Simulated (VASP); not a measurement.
# Ti12Si in VASP: single point with PBE+D3(BJ)

Aim: the single point of Ti12Si with PBE+D3(BJ).

All numbers are computed with VASP 6.6.1; they aren't measurements. Logs are shortened: lines on timing, memory, paths and dates and some standing lists are left out, and cuts for length are marked.

### Step 1. The cell of the first run

The cell holds a slab with vacuum, 13 atoms: a = 5.710 Å, b = 5.710 Å, c = 21.593 Å, α = 90.00°, β = 90.00°, γ = 120.00°.

### Step 2. Single point, PBE+D3(BJ)

Input file INCAR:

```
PREC = Accurate
ENCUT = 520
EDIFF = 1E-6
ISMEAR = 0
SIGMA = 0.1
LREAL = False
LASPH = True
NELM = 60
ALGO = Normal
ISIF = 2
LWAVE = False
LCHARG = False
LDIPOL = True
IDIPOL = 3
DIPOL = 0.5 0.5 0.306
GGA = PE
IVDW = 12
NBANDS = 86
```

Input file KPOINTS:

```
Automatic mesh
0
Gamma
  6 6 1
```

Input file POSCAR:

```
Ti12Si
1.0
    5.7099611434      0.0000000000      0.0000000000
   -2.8549805717      4.9449714048      0.0000000000
    0.0000000000      0.0000000000     21.5932633302
Ti Si
12 1
Direct
    0.3333333333      0.1666666667      0.1852429593
    0.3333333333      0.6666666667      0.1852429593
    0.8333333333      0.1666666667      0.1852429593
    0.8333333333      0.6666666667      0.1852429593
    0.1666666667      0.3333333333      0.2894365806
    0.1666666667      0.8333333333      0.2894365806
    0.6666666667      0.3333333333      0.2894365806
    0.6666666667      0.8333333333      0.2894365806
    0.0000000000      0.0000000000      0.3933293083
    0.0000000000      0.5000000000      0.3933293083
    0.5000000000      0.0000000000      0.3933293083
    0.5000000000      0.5000000000      0.3933293083
    0.3333333333      0.1666666667      0.5091061579
```

Potentials or basis: VASP PAW PBE potentials, release 64 (Ti_sv, Si).

The run is started by

```bash
$ cat potpaw_PBE.64/Ti_sv/POTCAR potpaw_PBE.64/Si/POTCAR > POTCAR
$ mpirun -np 1 vasp_std > vasp.out
```

OUTCAR:

```text
PREC = Accurate
   ENCUT = 520
   EDIFF = 1E-6
   ISMEAR = 0
   LREAL = False
   LASPH = True
   NELM = 60
   ISIF = 2
   GGA = PE
   IVDW = 12
 IVDW          = 12

 ion  position               nearest neighbor table
   1  0.333  0.167  0.185-   5 2.79   6 2.79   7 2.79   4 2.85   2 2.85   2 2.85   4 2.85   3 2.85
                             3 2.85
   2  0.333  0.667  0.185-   6 2.79   5 2.79   8 2.79   3 2.85   1 2.85   1 2.85   3 2.85   4 2.85
                             4 2.85
   3  0.833  0.167  0.185-   7 2.79   8 2.79   5 2.79   4 2.85   2 2.85   4 2.85   2 2.85   1 2.85
                             1 2.85
   4  0.833  0.667  0.185-   8 2.79   7 2.79   6 2.79   3 2.85   1 2.85   3 2.85   1 2.85   2 2.85
                             2 2.85
   5  0.167  0.333  0.289-   9 2.78  12 2.78  10 2.78   1 2.79   2 2.79   3 2.79   8 2.85   6 2.85
                             6 2.85   8 2.85   7 2.85   7 2.85
   6  0.167  0.833  0.289-  10 2.78  11 2.78   9 2.78   2 2.79   1 2.79   4 2.79   7 2.85   5 2.85
                             5 2.85   7 2.85   8 2.85   8 2.85
   7  0.667  0.333  0.289-  11 2.78  10 2.78  12 2.78   3 2.79   4 2.79   1 2.79   8 2.85   6 2.85
                             8 2.85   6 2.85   5 2.85   5 2.85
   8  0.667  0.833  0.289-  12 2.78   9 2.78  11 2.78   4 2.79   3 2.79   2 2.79   7 2.85   5 2.85
                             7 2.85   5 2.85   6 2.85   6 2.85
   9  0.000  0.000  0.393-   5 2.78   8 2.78   6 2.78  10 2.85  12 2.85  10 2.85  12 2.85  11 2.85
                            11 2.85  13 2.99
  10  0.000  0.500  0.393-   6 2.78   7 2.78   5 2.78   9 2.85  11 2.85   9 2.85  11 2.85  12 2.85
                            12 2.85
  11  0.500  0.000  0.393-   7 2.78   6 2.78   8 2.78  10 2.85  12 2.85  12 2.85  10 2.85   9 2.85
                             9 2.85  13 2.99
  12  0.500  0.500  0.393-   8 2.78   5 2.78   7 2.78   9 2.85  11 2.85  11 2.85   9 2.85  10 2.85
                            10 2.85  13 2.99
  13  0.333  0.167  0.509-  12 2.99   9 2.99  11 2.99

  LATTYP: Found a hexagonal cell.
 ALAT       =     5.7099611434
 C/A-ratio  =     3.7816830602

  Lattice vectors:

 A1 = (   5.7099611434,   0.0000000000,   0.0000000000)
 A2 = (  -2.8549805717,   4.9449714048,   0.0000000000)
 A3 = (   0.0000000000,   0.0000000000,  21.5932633302)

Analysis of symmetry for initial positions (statically):
=====================================================================
 Subroutine PRICEL returns:
 Original cell was already a primitive cell.

 Routine SETGRP: Setting up the symmetry group for a
 hexagonal supercell.

 Subroutine GETGRP returns: Found  6 space group operations
 (whereof  2 operations were pure point group operations)
 out of a pool of 24 trial point group operations.

The static configuration has the point symmetry C_1h.
 The point group associated with its full space group is C_3v.

Analysis of symmetry for dynamics (positions and initial velocities):
=====================================================================
 Subroutine PRICEL returns:
 Original cell was already a primitive cell.

 Routine SETGRP: Setting up the symmetry group for a
 hexagonal supercell.

 Subroutine GETGRP returns: Found  6 space group operations
 (whereof  2 operations were pure point group operations)
 out of a pool of 24 trial point group operations.

The dynamic configuration has the point symmetry C_1h.
 The point group associated with its full space group is C_3v.

 Subroutine INISYM returns: Found  6 space group operations
 (whereof  2 operations are pure point group operations),
 and found     1 'primitive' translations

----------------------------------------------------------------------------------------

                                     Primitive cell

  volume of cell :     609.6986

  direct lattice vectors                    reciprocal lattice vectors
     5.709961143  0.000000000  0.000000000     0.175132540  0.101112819  0.000000000
    -2.854980572  4.944971405  0.000000000     0.000000000  0.202225639  0.000000000
     0.000000000  0.000000000 21.593263330     0.000000000  0.000000000  0.046310740

  length of vectors
     5.709961143  5.709961143 21.593263330     0.202225639  0.202225639  0.046310740

  position of ions in fractional coordinates (direct lattice)
     0.333333333  0.166666667  0.185242959
     0.333333333  0.666666667  0.185242959
     0.833333333  0.166666667  0.185242959
     0.833333333  0.666666667  0.185242959
     0.166666667  0.333333333  0.289436581
     0.166666667  0.833333333  0.289436581
     0.666666667  0.333333333  0.289436581
[... 47 lines left out ...]
 Found      7 irreducible k-points:

 Following reciprocal coordinates:
            Coordinates               Weight
  0.000000  0.000000  0.000000      1.000000
  0.166667 -0.000000  0.000000      6.000000
  0.333333  0.000000  0.000000      6.000000
  0.500000  0.000000  0.000000      3.000000
  0.166667  0.166667  0.000000      6.000000
  0.333333  0.166667  0.000000     12.000000
  0.333333  0.333333  0.000000      2.000000
   k-points           NKPTS =      7   k-points in BZ     NKDIM =      7   number of bands    NBANDS=     86
   number of dos      NEDOS =    301   number of ions     NIONS =     13
   total plane-waves  NPLWV = 285768
   dimension x,y,z NGX =    42 NGY =   42 NGZ =  162
   dimension x,y,z NGXF=    84 NGYF=   84 NGZF=  324
   ions per type =              12   1
   NGX,Y,Z   is equivalent  to a cutoff of  12.23, 12.23, 12.47 a.u.
   NGXF,Y,Z  is equivalent  to a cutoff of  24.46, 24.46, 24.94 a.u.
 SYSTEM =  unknown system
   PREC   = accura    normal or accurate (medium, high low for compatibility)
   ISTART =      0    job   : 0-new  1-cont  2-samecut
   ICHARG =      2    charge: 1-file 2-atom 10-const
   ISPIN  =      1    spin polarized calculation?
   LNONCOLLINEAR =      F non collinear calculations
   LSORBIT =      F    spin-orbit coupling
   LASPH  =      T    aspherical Exc in radial PAW
   ENCUT  =  520.0 eV  38.22 Ry    6.18 a.u.  10.62 10.62 40.15*2*pi/ulx,y,z
   NELM   =     60;   NELMIN=  2; NELMDL= -5     # of ELM steps
   EDIFF  = 0.1E-05   stopping-criterion for ELM
   LREAL  =      F    real-space projection
   EDIFFG = 0.1E-04   stopping-criterion for IOM
   NSW    =      0    number of steps for IOM
   IBRION =     -1    ionic relax: 0-MD 1-quasi-New 2-CG
   NFREE  =      0    steps in history (QN), initial steepest desc. (CG)
   ISIF   =      2    stress and relaxation
   ISYM   =      2    0-nonsym 1-usesym 2-fastsym
   POTIM  = 0.5000    time-step for ionic-motion
   TEBEG  =    0.0;   TEEND  =   0.0 temperature during run
   PSTRESS=    0.0 pullay stress
   NELECT =     148.0000    total number of electrons
   NUPDOWN=      -1.0000    fix difference up-down
   EMIN   =  10.00;   EMAX   =-10.00  energy-range for DOS
   EFERMI =   0.00;   METHOD = LEGACY
   ISMEAR =     0;   SIGMA  =   0.10  broadening in eV -4-tet -1-fermi 0-gaus
   EFERMI_NEDOS =   21; number of points for ismear=-14 and -15
   IALGO  =     38    algorithm
   IMIX   =      4    mixing-type and parameters
     AMIX     =   0.40;   BMIX     =  1.00
     AMIX_MAG =   1.60;   BMIX_MAG =  1.00
  volume/ion in A,a.u.               =      46.90       316.50
  Fermi-wavevector in a.u.,A,eV,Ry     =   1.021230  1.929845 14.189668  1.042911
  Thomas-Fermi vector in A             =   2.154843
   LORBIT       =      0    0 simple, 1 ext, 2 COOP (PROOUT), +10 PAW based schemes
   GGA     = PE    functional components
   LHFCALC =     F    Hartree Fock is set to
   AEXX    =    0.0000 exact exchange contribution
   IVDW    =    12    specifies the selected vdW correction
   LEPSILON=     F    determine dielectric tensor
   LRPA    =     F    only Hartree local field effects (RPA)
 non-spin polarized calculation
 Gauss-broadening in eV      SIGMA  =   0.10
  energy-cutoff  :      520.00
  volume of cell :      609.70
 maximum number of plane-waves:     16485
   NGX = 21   NGY = 21   NGZ = 81

 dipolmoment           0.000000      0.000000     -0.006078 electrons x Angstroem

 number of electron     147.9999947 magnetization

 dipolmoment           0.000000      0.000000      0.069508 electrons x Angstroem

 Free energy of the ion-electron system (eV)
  ---------------------------------------------------
  ext. energy  EPLUGINS =         0.00000000
  ---------------------------------------------------
  free energy    TOTEN  =       -91.32519763 eV

  energy without entropy =      -91.21087844  energy(sigma->0) =      -91.26803803

 E-fermi :   0.0803     XC(G=0):  -5.1716

 val. band max:        0.0756508566   @ k =   0.5000   0.0000   0.0000
 cond. band min:       0.1194509984   @ k =   0.3333   0.1667   0.0000
 fundamental gap:      0.0438001418
 Fermi energy:         0.0802758772

 k-point     1 :       0.0000    0.0000    0.0000
  band No.  band energies     occupation
      1     -56.7065      2.00000
      2     -56.6828      2.00000
      3     -56.6102      2.00000
      4     -56.5803      2.00000
      5     -56.5803      2.00000
      6     -56.5780      2.00000
[... 612 lines left out ...]
     85       0.8358      0.00000
     86       1.1275      0.00000

------------------------ aborting loop because EDIFF is reached ----------------------------------------

 vacuum level on the upper side and lower side of the slab       (xc-potential included)         0.045        -0.389

 Edisp (eV)   -5.58971

 E8    (eV) :    -2.7486

  FORCE on cell =-STRESS in cart. coord.  units (eV):
  Direction    XX          YY          ZZ          XY          YZ          ZX
  --------------------------------------------------------------------------------------
  -------------------------------------------------------------------------------------
  Total      -3.16579    -3.16579    -4.26280     0.00000     0.00000     0.00000
  in kB      -8.31913    -8.31913   -11.20185     0.00000     0.00000     0.00000
  external pressure =       -9.28 kB  Pullay stress =        0.00 kB

 VOLUME and BASIS-vectors are now :
 -----------------------------------------------------------------------------
  energy-cutoff  :      520.00
  volume of cell :      609.70
      direct lattice vectors                 reciprocal lattice vectors
     5.709961143  0.000000000  0.000000000     0.175132540  0.101112819  0.000000000
    -2.854980572  4.944971405  0.000000000     0.000000000  0.202225639  0.000000000
     0.000000000  0.000000000 21.593263330     0.000000000  0.000000000  0.046310740

 POSITION                                       TOTAL-FORCE (eV/Angst)
 -----------------------------------------------------------------------------------
      1.42749      0.82416      4.00000        -0.000000     -0.000000      0.027564
     -0.00000      3.29665      4.00000        -0.051051     -0.029474      0.049686
      4.28247      0.82416      4.00000        -0.000000      0.058949      0.049686
      2.85498      3.29665      4.00000         0.051051     -0.029474      0.049686
      0.00000      1.64832      6.24988        -0.104795      0.060504     -0.221178
     -1.42749      4.12081      6.24988        -0.000000     -0.121007     -0.221178
      2.85498      1.64832      6.24988         0.104795      0.060504     -0.221178
      1.42749      4.12081      6.24988        -0.000000     -0.000000     -0.222346
      0.00000      0.00000      8.49326         0.600821      0.346884      0.668009
     -1.42749      2.47249      8.49326        -0.000000      0.000000      0.837721
      2.85498      0.00000      8.49326        -0.600821      0.346884      0.668009
      1.42749      2.47249      8.49326         0.000000     -0.693768      0.668009
      1.42749      0.82416     10.99326        -0.000000      0.000000     -2.132485
 -----------------------------------------------------------------------------------
    total drift:                               -0.000006      0.000004     -0.000442

  FREE ENERGIE OF THE ION-ELECTRON SYSTEM (eV)
  ---------------------------------------------------
  free  energy   TOTEN  =       -96.9149095815 eV

  energy  without entropy=      -96.8005903914  energy(sigma->0) =      -96.85774999

 vacuum level on the upper side and lower side of the slab         5.039         4.605
```

Wall time 26 min (1 thread of Intel Xeon Platinum 8259CL at 2.50GHz (Skylake/Cascade Lake), shared host); peak memory 0.72 GiB.

Results:

```
Free energy                : -96.9149 eV
Largest force              : 2.132 eV/Å
Band gap on the k mesh     : zero (bands 74 and 75 overlap by 0.71 eV)
Dispersion energy per atom : -0.430 eV
```

Forces on the atoms (eV/Å):
```
Ti   0.000  0.000  0.028
Ti  -0.051 -0.029  0.050
Ti   0.000  0.059  0.050
Ti   0.051 -0.029  0.050
Ti  -0.105  0.061 -0.221
Ti   0.000 -0.121 -0.221
Ti   0.105  0.061 -0.221
Ti   0.000  0.000 -0.222
Ti   0.601  0.347  0.668
Ti   0.000  0.000  0.838
Ti  -0.601  0.347  0.668
Ti   0.000 -0.694  0.668
Si   0.000  0.000 -2.132
```
